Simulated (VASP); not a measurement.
Input of a VASP 6.6.1 run:

INCAR

```
SYSTEM = ScAl3
PREC = Accurate ; ENCUT = 520
EDIFF = 1E-6 ; ISMEAR = 0
SIGMA = 0.15 ; LREAL = .False.
LASPH = .True. ; NELM = 100
ALGO = Fast ; ISIF = 2
LWAVE = .False. ; LCHARG = .True.
GGA = PE ; LELF = .True.
LVHAR = .True. ; NBANDS = 18
```

File KPOINTS:

```
regular mesh
0
Gamma
  14 14 14
  0 0 0
```

Contents of POSCAR:

```
ScAl3
1.0
    4.1569683948     -0.4448416363     -0.4448416363
   -0.4448416363      4.1569683948     -0.4448416363
   -0.4448416363     -0.4448416363      4.1569683948
Sc Al
1 3
Direct
    0.0000000000      0.0000000000      0.0000000000
    0.5000000000      0.0000000000      0.5000000000
    0.0000000000      0.5000000000      0.5000000000
    0.5000000000      0.5000000000      0.0000000000
```

Potentials or basis: VASP PAW PBE potentials, release 64 (Sc_sv, Al).

Run with:

```bash
$ cat potpaw_PBE.64/Sc_sv/POTCAR potpaw_PBE.64/Al/POTCAR > POTCAR
$ mpirun -np 1 vasp_std > vasp.out
```

What does it give for the pressure?

10.4 GPa.

What does it give for the band gap on the k mesh?

Zero (bands 10 and 11 overlap by 1.09 eV).

Stress tensor (GPa, compression positive):
```
10.45 11.42 11.42
11.42 10.45 11.42
11.42 11.42 10.45
```

Caveat: the cell stands under pressure.
